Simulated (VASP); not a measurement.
# CuO (Cccm) in VASP: further runs, part 2 of 2

VASP 6.6.1.

## Step 3: Single point, PBEsol

This run uses another cell than the first one, of 10.67 Å³/atom.

INCAR

```
PREC     = Accurate       # precision mode
ENCUT    = 520            # plane-wave cutoff, eV
EDIFF    = 1E-7           # SCF threshold, eV
ISMEAR   = -1             # smearing method
SIGMA    = 0.05           # smearing width, eV
LREAL    = False          # projectors in reciprocal space
LASPH    = True           # aspherical terms in the spheres
NELM     = 60             # most SCF steps
ALGO     = Normal         # electronic algorithm
ISIF     = 2              # what is computed and relaxed
LWAVE    = False          # write WAVECAR
LCHARG   = False          # write CHGCAR
GGA      = PS             # functional
NBANDS   = 25             # bands
```

KPOINTS

```
regular mesh
0
Gamma
  9 9 5
```

POSCAR

```
CuO
1.0
    2.0468081363     -2.0477370246      0.0000000000
    2.0468081363      2.0477370246      0.0000000000
    0.0000000000      0.0000000000      5.0900158507
Cu O
2 2
Direct
    0.5000000000      0.0000000000      0.0000000000
    0.0000000000      0.5000000000      0.5000000000
    0.5000000000      0.5000000000      0.2500000000
    0.5000000000      0.5000000000      0.7500000000
```

Potentials or basis: VASP PAW PBE potentials, release 64 (Cu, O).

Launch:

```bash
cat potpaw_PBE.64/Cu/POTCAR potpaw_PBE.64/O/POTCAR > POTCAR
mpirun -np 1 vasp_std > vasp.out
```

OUTCAR:

```text
PREC = Accurate
   ENCUT = 520
   EDIFF = 1E-7
   ISMEAR = -1
   LREAL = False
   LASPH = True
   NELM = 60
   ISIF = 2
   GGA = PS

 ion  position               nearest neighbor table
   1  0.500  0.000  0.000-   3 1.93   4 1.93   3 1.93   4 1.93
   2  0.000  0.500  0.500-   3 1.93   4 1.93   3 1.93   4 1.93
   3  0.500  0.500  0.250-   1 1.93   2 1.93   1 1.93   2 1.93
   4  0.500  0.500  0.750-   1 1.93   2 1.93   1 1.93   2 1.93

  LATTYP: Found a base centered orthorhombic cell.
 ALAT       =     4.0936162726
 B/A-ratio  =     1.0004538228
 C/A-ratio  =     1.2434032679

  Lattice vectors:

 A1 = (   2.0468081363,  -2.0477370246,   0.0000000000)
 A2 = (   2.0468081363,   2.0477370246,   0.0000000000)
 A3 = (   0.0000000000,   0.0000000000,   5.0900158507)

Analysis of symmetry for initial positions (statically):
=====================================================================
 Subroutine PRICEL returns:
 Original cell was already a primitive cell.

 Routine SETGRP: Setting up the symmetry group for a
 base centered orthorhombic supercell.

 Subroutine GETGRP returns: Found  8 space group operations
 (whereof  4 operations were pure point group operations)
 out of a pool of  8 trial point group operations.

The static configuration has the point symmetry C_2h.
 The point group associated with its full space group is D_2h.

Analysis of symmetry for dynamics (positions and initial velocities):
=====================================================================
 Subroutine PRICEL returns:
 Original cell was already a primitive cell.

 Routine SETGRP: Setting up the symmetry group for a
 base centered orthorhombic supercell.

 Subroutine GETGRP returns: Found  8 space group operations
 (whereof  4 operations were pure point group operations)
 out of a pool of  8 trial point group operations.

The dynamic configuration has the point symmetry C_2h.
 The point group associated with its full space group is D_2h.

 Subroutine INISYM returns: Found  8 space group operations
 (whereof  4 operations are pure point group operations),
 and found     1 'primitive' translations

----------------------------------------------------------------------------------------

                                     Primitive cell

  volume of cell :      42.6678

  direct lattice vectors                    reciprocal lattice vectors
     2.046808136 -2.047737025  0.000000000     0.244282789 -0.244171978  0.000000000
     2.046808136  2.047737025  0.000000000     0.244282789  0.244171978  0.000000000
     0.000000000  0.000000000  5.090015851     0.000000000  0.000000000  0.196463042

  length of vectors
     2.895280724  2.895280724  5.090015851     0.345389687  0.345389687  0.196463042

  position of ions in fractional coordinates (direct lattice)
     0.500000000  0.000000000  0.000000000
     0.000000000  0.500000000  0.500000000
     0.500000000  0.500000000  0.250000000
     0.500000000  0.500000000  0.750000000

  ion indices of the primitive-cell ions
   primitive index   ion index
                 1           1
                 2           2
                 3           3
                 4           4

----------------------------------------------------------------------------------------

 KPOINTS: regular mesh

Automatic generation of k-mesh.
 Grid dimensions read from file:
 generate k-points for:    9    9    5

 Generating k-lattice:

  Cartesian coordinates                     Fractional coordinates (reciprocal lattice)
     0.027142532 -0.027130220  0.000000000     0.111111111  0.000000000  0.000000000
     0.027142532  0.027130220  0.000000000     0.000000000  0.111111111  0.000000000
     0.000000000  0.000000000  0.039292608     0.000000000  0.000000000  0.200000000

  Length of vectors
     0.038376632  0.038376632  0.039292608

  Shift w.r.t. Gamma in fractional coordinates (k-lattice)
     0.000000000  0.000000000  0.000000000

 Subroutine IBZKPT returns following result:
 ===========================================

 Found     75 irreducible k-points:

 Following reciprocal coordinates:
            Coordinates               Weight
  0.000000  0.000000  0.000000      1.000000
  0.111111  0.000000  0.000000      4.000000
  0.222222  0.000000  0.000000      4.000000
  0.333333  0.000000  0.000000      4.000000
  0.444444  0.000000  0.000000      4.000000
  0.111111  0.111111  0.000000      2.000000
[... 16 lines left out ...]
 -0.333333  0.333333  0.000000      2.000000
  0.444444  0.444444  0.000000      2.000000
 [... further k-points ...]
   k-points           NKPTS =     75   k-points in BZ     NKDIM =     75   number of bands    NBANDS=     25
   number of dos      NEDOS =    301   number of ions     NIONS =      4
   total plane-waves  NPLWV =  23040
   dimension x,y,z NGX =    24 NGY =   24 NGZ =   40
   dimension x,y,z NGXF=    48 NGYF=   48 NGZF=   80
   ions per type =               2   2
   NGX,Y,Z   is equivalent  to a cutoff of  13.78, 13.78, 13.06 a.u.
   NGXF,Y,Z  is equivalent  to a cutoff of  27.56, 27.56, 26.13 a.u.
 SYSTEM =  unknown system
   PREC   = accura    normal or accurate (medium, high low for compatibility)
   ISTART =      0    job   : 0-new  1-cont  2-samecut
   ICHARG =      2    charge: 1-file 2-atom 10-const
   ISPIN  =      1    spin polarized calculation?
   LNONCOLLINEAR =      F non collinear calculations
   LSORBIT =      F    spin-orbit coupling
   LASPH  =      T    aspherical Exc in radial PAW
   ENCUT  =  520.0 eV  38.22 Ry    6.18 a.u.   5.38  5.38  9.46*2*pi/ulx,y,z
   NELM   =     60;   NELMIN=  2; NELMDL= -5     # of ELM steps
   EDIFF  = 0.1E-06   stopping-criterion for ELM
   LREAL  =      F    real-space projection
   EDIFFG = 0.1E-05   stopping-criterion for IOM
   NSW    =      0    number of steps for IOM
   IBRION =     -1    ionic relax: 0-MD 1-quasi-New 2-CG
   NFREE  =      0    steps in history (QN), initial steepest desc. (CG)
   ISIF   =      2    stress and relaxation
   ISYM   =      2    0-nonsym 1-usesym 2-fastsym
   POTIM  = 0.5000    time-step for ionic-motion
   TEBEG  =    0.0;   TEEND  =   0.0 temperature during run
   PSTRESS=    0.0 pullay stress
   NELECT =      34.0000    total number of electrons
   NUPDOWN=      -1.0000    fix difference up-down
   EMIN   =  10.00;   EMAX   =-10.00  energy-range for DOS
   EFERMI =   0.00;   METHOD = LEGACY
   ISMEAR =    -1;   SIGMA  =   0.05  broadening in eV -4-tet -1-fermi 0-gaus
   EFERMI_NEDOS =   21; number of points for ismear=-14 and -15
   IALGO  =     38    algorithm
   IMIX   =      4    mixing-type and parameters
     AMIX     =   0.40;   BMIX     =  1.00
     AMIX_MAG =   1.60;   BMIX_MAG =  1.00
  volume/ion in A,a.u.               =      10.67        71.98
  Fermi-wavevector in a.u.,A,eV,Ry     =   1.517753  2.868137 31.342013  2.303573
  Thomas-Fermi vector in A             =   2.626966
   LORBIT       =      0    0 simple, 1 ext, 2 COOP (PROOUT), +10 PAW based schemes
   GGA     = PS    functional components
   LHFCALC =     F    Hartree Fock is set to
   AEXX    =    0.0000 exact exchange contribution
   IVDW    =     0    specifies the selected vdW correction
   LEPSILON=     F    determine dielectric tensor
   LRPA    =     F    only Hartree local field effects (RPA)
 non-spin polarized calculation
  energy-cutoff  :      520.00
  volume of cell :       42.67
 maximum number of plane-waves:      1171
 NGX is ok and might be reduce to    24
   NGX = 11   NGY = 11   NGZ = 19

 number of electron      33.9999967 magnetization

 Free energy of the ion-electron system (eV)
  ---------------------------------------------------
  ext. energy  EPLUGINS =         0.00000000
  ---------------------------------------------------
  free energy    TOTEN  =       -21.48482100 eV

  energy without entropy =      -21.46610636  energy(sigma->0) =      -21.47546368

 E-fermi :   5.1917     XC(G=0): -11.8042

 val. band max:        5.1449050939   @ k =   0.4444   0.4444   0.4000
 cond. band min:       5.2392713053   @ k =   0.4444   0.0000   0.2000
 fundamental gap:      0.0943662113
 Fermi energy:         5.1917071707

 k-point     1 :       0.0000    0.0000    0.0000
  band No.  band energies     occupation
      1     -14.8630      2.00000
      2     -13.4273      2.00000
      3      -3.3350      2.00000
      4      -0.5060      2.00000
      5      -0.5050      2.00000
      6       1.2480      2.00000
[... 17 lines left out ...]
     24      19.8533      0.00000
     25      20.0539      0.00000
[... 621 lines left out ...]
      3      -1.7362      2.00000
      4      -1.7169      2.00000
      5      -0.9437      2.00000
      6      -0.3426      2.00000
[... 17 lines left out ...]
     24      16.4254      0.00000
     25      17.1576      0.00000

 [... further k-points ...]
[... 5 lines left out ...]
  --------------------------------------------------------------------------------------
  -------------------------------------------------------------------------------------
  Total        0.1626403      0.1612084      0.2707675     -0.0000000      0.0000000      0.0000000
  in kB        6.1071455      6.0533764     10.1673229     -0.0000000      0.0000000      0.0000000
  external PRESSURE =       7.4426149 kB  Pullay stress =       0.0000000 kB

 VOLUME and BASIS-vectors are now :
 -----------------------------------------------------------------------------
  energy-cutoff  :      520.00
  volume of cell :       42.67
      direct lattice vectors                 reciprocal lattice vectors
     2.046808136 -2.047737025  0.000000000     0.244282789 -0.244171978  0.000000000
     2.046808136  2.047737025  0.000000000     0.244282789  0.244171978  0.000000000
     0.000000000  0.000000000  5.090015851     0.000000000  0.000000000  0.196463042

 POSITION                                       TOTAL-FORCE (eV/Angst)
 -----------------------------------------------------------------------------------
      1.02340     -1.02387      0.00000         0.000000     -0.000000      0.000000
      1.02340      1.02387      2.54501        -0.000000     -0.000000      0.000000
      2.04681      0.00000      1.27250        -0.000000      0.000000      0.000000
      2.04681      0.00000      3.81751        -0.000000      0.000000     -0.000000
 -----------------------------------------------------------------------------------
    total drift:                                0.000000     -0.000000     -0.000000

  FREE ENERGIE OF THE ION-ELECTRON SYSTEM (eV)
  ---------------------------------------------------
  free  energy   TOTEN  =       -21.4848210015 eV

  energy  without entropy=      -21.4661063563  energy(sigma->0) =      -21.47546368
```

Wall time 2.3 min (1 thread of Intel Xeon 8259CL, shared host); peak memory 0.2 GiB.

Results:

- Free energy: -21.4848 eV
- Pressure: 0.7 GPa
- Band gap on the k mesh: zero (bands 17 and 18 overlap by 0.99 eV)

Stress tensor (GPa, compression positive):
```
0.61 0.00 0.00
0.00 0.61 0.00
0.00 0.00 1.02
```

Caveat: the PAW data sets were made with another functional, which shifts forces and pressure a little; semilocal functionals often make such compounds metallic where correlation or magnetic order opens a gap, which also shifts bond lengths.
